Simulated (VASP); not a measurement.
# Al2Pt (Fm-3m) in VASP: notebook

Al2Pt is run at these levels: r2SCAN; tasks: single point, relaxation of cell and atoms.

All numbers are computed with VASP 6.6.1; they aren't measurements. Logs are shortened: lines on timing, memory, paths and dates and some standing lists are left out, and cuts for length are marked.

### 1 The cell of the first run

The structure is cubic, space group Fm-3m (No. 225). The conventional cell has a = 5.905 Å, b = 5.905 Å, c = 5.905 Å, α = 90.00°, β = 90.00°, γ = 90.00°. Al (site symmetry -43m) has 4 Pt at 2.56 Å and 6 Al at 2.95 Å within 3.4 Å. Pt (site symmetry m-3m) has 8 Al at 2.56 Å within 3.4 Å.

### 2 Single point, r2SCAN

Contents of POSCAR:

```
Al2Pt
1.0
    0.0000000000      2.9523658547      2.9523658547
    2.9523658547      0.0000000000      2.9523658547
    2.9523658547      2.9523658547      0.0000000000
Al Pt
2 1
Direct
    0.2500000000      0.2500000000      0.2500000000
    0.7500000000      0.7500000000      0.7500000000
    0.0000000000      0.0000000000      0.0000000000
```

Contents of INCAR.step1:

```
PREC = Accurate ; ENCUT = 550
ISMEAR = 0 ; SIGMA = 0.1
LREAL = False ; LASPH = True
NELM = 120 ; NBANDS = 15
GGA = PE ; ALGO = Normal
EDIFF = 1E-5 ; LWAVE = True
LCHARG = False ; GGA_COMPAT = False
```

Contents of INCAR.step2:

```
PREC = Accurate ; ENCUT = 550
EDIFF = 1E-6 ; ISMEAR = 0
SIGMA = 0.1 ; LREAL = False
LASPH = True ; NELM = 120
ALGO = Normal ; ISIF = 2
LWAVE = False ; LCHARG = False
METAGGA = R2SCAN ; LMIXTAU = True
NBANDS = 15 ; ISTART = 1
GGA_COMPAT = False
```

Contents of KPOINTS:

```
Automatic mesh
0
Gamma
  12 12 12
```

Potentials or basis: VASP PAW PBE potentials, release 64 (Al, Pt).

On the command line:

```bash
cat potpaw_PBE.64/Al/POTCAR potpaw_PBE.64/Pt/POTCAR > POTCAR
cp INCAR.step1 INCAR
mpirun -np 1 vasp_std > vasp.out
cp INCAR.step2 INCAR
mpirun -np 1 vasp_std > vasp.out
```

OUTCAR:

```text
PREC = Accurate
   ENCUT = 550
   EDIFF = 1E-6
   ISMEAR = 0
   LREAL = False
   LASPH = True
   NELM = 120
   ISIF = 2
   METAGGA = R2SCAN
   ISTART = 1

 ion  position               nearest neighbor table
   1  0.250  0.250  0.250-   3 2.56   3 2.56   3 2.56   3 2.56   2 2.95   2 2.95   2 2.95   2 2.95
                             2 2.95   2 2.95
   2  0.750  0.750  0.750-   3 2.56   3 2.56   3 2.56   3 2.56   1 2.95   1 2.95   1 2.95   1 2.95
                             1 2.95   1 2.95
   3  0.000  0.000  0.000-   2 2.56   2 2.56   2 2.56   1 2.56   2 2.56   1 2.56   1 2.56   1 2.56

  LATTYP: Found a face centered cubic cell.
 ALAT       =     5.9047317094

  Lattice vectors:

 A1 = (   0.0000000000,   2.9523658547,   2.9523658547)
 A2 = (   2.9523658547,   0.0000000000,   2.9523658547)
 A3 = (   2.9523658547,   2.9523658547,   0.0000000000)

Analysis of symmetry for initial positions (statically):
=====================================================================
 Subroutine PRICEL returns:
 Original cell was already a primitive cell.

 Routine SETGRP: Setting up the symmetry group for a
 face centered cubic supercell.

 Subroutine GETGRP returns: Found 48 space group operations
 (whereof 48 operations were pure point group operations)
 out of a pool of 48 trial point group operations.

The static configuration has the point symmetry O_h .

Analysis of symmetry for dynamics (positions and initial velocities):
=====================================================================
 Subroutine PRICEL returns:
 Original cell was already a primitive cell.

 Routine SETGRP: Setting up the symmetry group for a
 face centered cubic supercell.

 Subroutine GETGRP returns: Found 48 space group operations
 (whereof 48 operations were pure point group operations)
 out of a pool of 48 trial point group operations.

The dynamic configuration has the point symmetry O_h .

 Subroutine INISYM returns: Found 48 space group operations
 (whereof 48 operations are pure point group operations),
 and found     1 'primitive' translations

----------------------------------------------------------------------------------------

                                     Primitive cell

  volume of cell :      51.4684

  direct lattice vectors                    reciprocal lattice vectors
     0.000000000  2.952365855  2.952365855    -0.169355705  0.169355705  0.169355705
     2.952365855  0.000000000  2.952365855     0.169355705 -0.169355705  0.169355705
     2.952365855  2.952365855  0.000000000     0.169355705  0.169355705 -0.169355705

  length of vectors
     4.175275833  4.175275833  4.175275833     0.293332685  0.293332685  0.293332685

  position of ions in fractional coordinates (direct lattice)
     0.250000000  0.250000000  0.250000000
     0.750000000  0.750000000  0.750000000
     0.000000000  0.000000000  0.000000000

  ion indices of the primitive-cell ions
   primitive index   ion index
                 1           1
                 2           2
                 3           3

----------------------------------------------------------------------------------------

 KPOINTS: Automatic mesh

Automatic generation of k-mesh.
 Grid dimensions read from file:
 generate k-points for:   12   12   12

 Generating k-lattice:

  Cartesian coordinates                     Fractional coordinates (reciprocal lattice)
    -0.014112975  0.014112975  0.014112975     0.083333333  0.000000000  0.000000000
     0.014112975 -0.014112975  0.014112975     0.000000000  0.083333333  0.000000000
     0.014112975  0.014112975 -0.014112975     0.000000000  0.000000000  0.083333333

  Length of vectors
     0.024444390  0.024444390  0.024444390

  Shift w.r.t. Gamma in fractional coordinates (k-lattice)
     0.000000000  0.000000000  0.000000000

 Subroutine IBZKPT returns following result:
 ===========================================

 Found     72 irreducible k-points:

 Following reciprocal coordinates:
            Coordinates               Weight
  0.000000  0.000000  0.000000      1.000000
  0.083333  0.000000  0.000000      8.000000
  0.166667  0.000000  0.000000      8.000000
  0.250000  0.000000  0.000000      8.000000
  0.333333  0.000000  0.000000      8.000000
  0.416667  0.000000  0.000000      8.000000
[... 16 lines left out ...]
  0.500000  0.166667  0.000000     24.000000
 -0.416667  0.166667  0.000000     24.000000
 [... further k-points ...]
   k-points           NKPTS =     72   k-points in BZ     NKDIM =     72   number of bands    NBANDS=     15
   number of dos      NEDOS =    301   number of ions     NIONS =      3
   total plane-waves  NPLWV =  32768
   dimension x,y,z NGX =    32 NGY =   32 NGZ =   32
   dimension x,y,z NGXF=    64 NGYF=   64 NGZF=   64
   ions per type =               2   1
   NGX,Y,Z   is equivalent  to a cutoff of  12.74, 12.74, 12.74 a.u.
   NGXF,Y,Z  is equivalent  to a cutoff of  25.48, 25.48, 25.48 a.u.
 SYSTEM =  unknown system
   PREC   = accura    normal or accurate (medium, high low for compatibility)
   ISTART =      1    job   : 0-new  1-cont  2-samecut
   ICHARG =      0    charge: 1-file 2-atom 10-const
   ISPIN  =      1    spin polarized calculation?
   LNONCOLLINEAR =      F non collinear calculations
   LSORBIT =      F    spin-orbit coupling
   LASPH  =      T    aspherical Exc in radial PAW
   ENCUT  =  550.0 eV  40.42 Ry    6.36 a.u.   7.98  7.98  7.98*2*pi/ulx,y,z
   NELM   =    120;   NELMIN=  2; NELMDL=  0     # of ELM steps
   EDIFF  = 0.1E-05   stopping-criterion for ELM
   LREAL  =      F    real-space projection
   EDIFFG = 0.1E-04   stopping-criterion for IOM
   NSW    =      0    number of steps for IOM
   IBRION =     -1    ionic relax: 0-MD 1-quasi-New 2-CG
   NFREE  =      0    steps in history (QN), initial steepest desc. (CG)
   ISIF   =      2    stress and relaxation
   ISYM   =      2    0-nonsym 1-usesym 2-fastsym
   POTIM  = 0.5000    time-step for ionic-motion
   TEBEG  =    0.0;   TEEND  =   0.0 temperature during run
   PSTRESS=    0.0 pullay stress
   NELECT =      16.0000    total number of electrons
   NUPDOWN=      -1.0000    fix difference up-down
   EMIN   =  10.00;   EMAX   =-10.00  energy-range for DOS
   EFERMI =   0.00;   METHOD = LEGACY
   ISMEAR =     0;   SIGMA  =   0.10  broadening in eV -4-tet -1-fermi 0-gaus
   EFERMI_NEDOS =   21; number of points for ismear=-14 and -15
   IALGO  =     38    algorithm
   IMIX   =      4    mixing-type and parameters
     AMIX     =   0.40;   BMIX     =  1.00
     AMIX_MAG =   1.60;   BMIX_MAG =  1.00
  volume/ion in A,a.u.               =      17.16       115.78
  Fermi-wavevector in a.u.,A,eV,Ry     =   1.109008  2.095721 16.733786  1.229899
  Thomas-Fermi vector in A             =   2.245542
   LORBIT       =      0    0 simple, 1 ext, 2 COOP (PROOUT), +10 PAW based schemes
   METAGGA = R2SCAN    functional components
   LHFCALC =     F    Hartree Fock is set to
   AEXX    =    0.0000 exact exchange contribution
   IVDW    =     0    specifies the selected vdW correction
   LEPSILON=     F    determine dielectric tensor
   LRPA    =     F    only Hartree local field effects (RPA)
 non-spin polarized calculation
 Gauss-broadening in eV      SIGMA  =   0.10
  energy-cutoff  :      550.00
  volume of cell :       51.47
 maximum number of plane-waves:      1540
   NGX = 15   NGY = 15   NGZ = 15

 number of electron      16.0000000 magnetization

 Free energy of the ion-electron system (eV)
  ---------------------------------------------------
  ext. energy  EPLUGINS =         0.00000000
  ---------------------------------------------------
  free energy    TOTEN  =       -67.90900690 eV

  energy without entropy =      -67.90370628  energy(sigma->0) =      -67.90635659

 E-fermi :   7.8525     XC(G=0): -11.4724

 val. band max:        7.8438671701   @ k =   0.2500   0.2500   0.0000
 cond. band min:       7.8620263993   @ k =  -0.4167   0.2500   0.0000
 fundamental gap:      0.0181592291
 Fermi energy:         7.8525143191

 k-point     1 :       0.0000    0.0000    0.0000
  band No.  band energies     occupation
      1      -2.9392      2.00000
      2       2.4868      2.00000
      3       2.4868      2.00000
      4       2.4868      2.00000
      5       3.9051      2.00000
      6       3.9051      2.00000
      7      11.5192      0.00000
      8      11.7995      0.00000
      9      11.7995      0.00000
     10      11.7995      0.00000
     11      13.6219      0.00000
     12      13.6219      0.00000
     13      13.6219      0.00000
     14      14.7398      0.00000
     15      14.7398      0.00000

 k-point     2 :       0.0833    0.0000    0.0000
  band No.  band energies     occupation
      1      -2.8379      2.00000
      2       2.4316      2.00000
      3       2.5215      2.00000
      4       2.5215      2.00000
      5       3.8934      2.00000
      6       3.8934      2.00000
      7      10.5186      0.00000
      8      11.5167      0.00000
      9      11.5167      0.00000
     10      11.6608      0.00000
     11      13.9386      0.00000
     12      13.9386      0.00000
     13      14.3919      0.00000
     14      14.5136      0.00000
     15      14.5136      0.00000
[... 365 lines left out ...]
      3       2.7508      2.00000
      4       3.0309      2.00000
      5       3.9044      2.00000
      6       4.1403      2.00000
      7       4.1784      2.00000
      8       7.6996      1.96946
      9       8.1646      0.00001
     10      11.7133      0.00000
     11      14.0647      0.00000
     12      14.6785      0.00000
     13      14.9316      0.00000
     14      16.1656      0.00000
     15      18.4597      0.00000

 k-point    24 :      -0.4167    0.1667    0.0000
  band No.  band energies     occupation
      1      -0.1544      2.00000
      2       1.5147      2.00000
      3       2.7208      2.00000
      4       3.0486      2.00000
      5       3.6768      2.00000
      6       4.0243      2.00000
      7       4.4333      2.00000
      8       7.3260      2.00000
      9       8.4936      0.00000
     10      11.7886      0.00000
     11      13.8595      0.00000
     12      14.4361      0.00000
     13      15.2863      0.00000
     14      17.3217      0.00000
     15      17.5554      0.00000

 [... further k-points ...]

------------------------ aborting loop because EDIFF is reached ----------------------------------------

  FORCE on cell =-STRESS in cart. coord.  units (eV):
  Direction    XX          YY          ZZ          XY          YZ          ZX
  --------------------------------------------------------------------------------------
  -------------------------------------------------------------------------------------
  Total       -0.0906541     -0.0906541     -0.0906541      0.0000000     -0.0000000      0.0000000
  in kB       -2.8220036     -2.8220036     -2.8220036      0.0000000     -0.0000000      0.0000000
  external PRESSURE =      -2.8220036 kB  Pullay stress =       0.0000000 kB

 VOLUME and BASIS-vectors are now :
 -----------------------------------------------------------------------------
  energy-cutoff  :      550.00
  volume of cell :       51.47
      direct lattice vectors                 reciprocal lattice vectors
     0.000000000  2.952365855  2.952365855    -0.169355705  0.169355705  0.169355705
     2.952365855  0.000000000  2.952365855     0.169355705 -0.169355705  0.169355705
     2.952365855  2.952365855  0.000000000     0.169355705  0.169355705 -0.169355705

 POSITION                                       TOTAL-FORCE (eV/Angst)
 -----------------------------------------------------------------------------------
      1.47618      1.47618      1.47618         0.000000     -0.000000     -0.000000
      4.42855      4.42855      4.42855        -0.000000      0.000000      0.000000
      0.00000      0.00000      0.00000         0.000000      0.000000      0.000000
 -----------------------------------------------------------------------------------
    total drift:                                0.000000     -0.000000      0.000000

  FREE ENERGIE OF THE ION-ELECTRON SYSTEM (eV)
  ---------------------------------------------------
  free  energy   TOTEN  =       -67.9090068971 eV

  energy  without entropy=      -67.9037062781  energy(sigma->0) =      -67.90635659
```

Wall time 62 s (1 thread of Intel Xeon 6975P-C (Granite Rapids), shared host); peak memory 0.22 GiB.

Results:

```yaml
Free_energy: -67.9090 eV
Pressure: -0.3 GPa
Band_gap_on_the_k_mesh: zero (bands 8 and 9 overlap by 5.69 eV)
```

Levels at points of the mesh, in eV from the Fermi level:
```csv
k point,band 4,band 5,band 6,band 7,band 8,band 9,band 10,band 11,band 12,band 13
"(0.00, 0.00, 0.00)",-5.37,-3.95,-3.95,3.67,3.95,3.95,3.95,5.77,5.77,5.77
"(0.50, 0.00, 0.00)",-5.03,-3.94,-3.69,-3.69,1.01,1.01,4.31,5.51,5.51,5.95
"(0.50, 0.50, 0.00)",-4.00,-4.00,-3.65,-3.41,-1.74,-1.74,3.54,3.71,8.43,11.67
```

Caveat: the PAW data sets were made with another functional, which shifts forces and pressure a little; spin-orbit coupling is left out, which moves the levels of the heavy elements.

### 3 Relaxation of cell and atoms, r2SCAN

This run uses another cell than the first one, of 17.52 Å³/atom.

Contents of POSCAR:

```
Al2Pt
1.0
    0.0000000000      2.9732040976      2.9732040976
    2.9732040976      0.0000000000      2.9732040976
    2.9732040976      2.9732040976      0.0000000000
Al Pt
2 1
Direct
    0.2500000000      0.2500000000      0.2500000000
    0.7500000000      0.7500000000      0.7500000000
    0.0000000000      0.0000000000      0.0000000000
```

Contents of INCAR.step1:

```
SYSTEM = Al2Pt
PREC = Accurate ; ENCUT = 550
ISMEAR = 0 ; SIGMA = 0.1
LREAL = .FALSE. ; LASPH = .TRUE.
NELM = 120 ; GGA = PE
ALGO = Normal ; EDIFF = 1E-5
LWAVE = .TRUE. ; LCHARG = .FALSE.
GGA_COMPAT = .FALSE. ; IBRION = 2
ISIF = 3 ; EDIFFG = -0.005
NELMIN = 4 ; NSW = 100
```

Contents of INCAR.step2:

```
SYSTEM = Al2Pt
PREC = Accurate ; ENCUT = 550
EDIFF = 1E-7 ; ISMEAR = 0
SIGMA = 0.1 ; LREAL = .FALSE.
LASPH = .TRUE. ; NELM = 120
ALGO = Normal ; ISIF = 3
LWAVE = .FALSE. ; LCHARG = .FALSE.
METAGGA = R2SCAN ; LMIXTAU = .TRUE.
IBRION = 2 ; NSW = 70
EDIFFG = -0.005 ; ISTART = 1
GGA_COMPAT = .FALSE. ; NELMIN = 4
```

Contents of KPOINTS:

```
Automatic mesh
0
G
  12 12 12
  0 0 0
```

Potentials or basis: VASP PAW PBE potentials, release 64 (Al, Pt).

On the command line:

```bash
cat potpaw_PBE.64/Al/POTCAR potpaw_PBE.64/Pt/POTCAR > POTCAR
cp INCAR.step1 INCAR
mpirun -np 1 vasp_std > vasp.out
cp INCAR.step2 INCAR
mpirun -np 1 vasp_std > vasp.out
```

It took 3.2 min on 1 thread of Intel Xeon 6975P-C (Granite Rapids), shared host; peak memory 0.23 GiB.

It converged, with:

```
Free energy                           : -67.9093 eV
Relaxed volume                        : 17.12 Å³/atom
Relaxed cell                          : a = 4.172 Å, b = 4.172 Å, c = 4.172 Å, α = 60.00°, β = 60.00°, γ = 60.00°
Space group after relaxing (to 0.1 Å) : Fm-3m (No. 225)
Energy gained by relaxing             : 4.1 meV/atom
Ionic steps                           : 3
Pressure after relaxing               : 0.0 GPa
Band gap on the k mesh                : zero (bands 8 and 9 overlap by 5.70 eV)
```

The path:
| step | energy change (eV) | largest force (eV/Å) | pressure (GPa) | volume (Å³) |
| --- | --- | --- | --- | --- |
| 1 | 0.0000 | 0.0000 | -3.14 | 52.57 |
| 2 | 0.0046 | 0.0000 | 4.11 | 49.99 |
| 3 | -0.0123 | 0.0000 | 0.03 | 51.35 |

Final structure:
```
Al Pt
1.0
     0.00000    2.95019    2.95019
     2.95019    0.00000    2.95019
     2.95019    2.95019    0.00000
Al Pt
2 1
Cartesian
  1.4751 1.4751 1.4751
  4.4253 4.4253 4.4253
  0.0000 0.0000 0.0000
```

Levels at points of the mesh, in eV from the Fermi level:
| k point | band 6 | band 7 | band 8 | band 9 | band 10 | band 11 |
| --- | --- | --- | --- | --- | --- | --- |
| (0.00, 0.00, 0.00) | -3.96 | 3.68 | 3.95 | 3.95 | 3.95 | 5.78 |
| (0.50, 0.00, 0.00) | -3.70 | -3.70 | 1.01 | 1.01 | 4.31 | 5.52 |
| (0.50, 0.50, 0.00) | -3.66 | -3.41 | -1.75 | -1.75 | 3.56 | 3.71 |

Caveat: the PAW data sets were made with another functional, which shifts forces and pressure a little; spin-orbit coupling is left out, which moves the levels of the heavy elements.
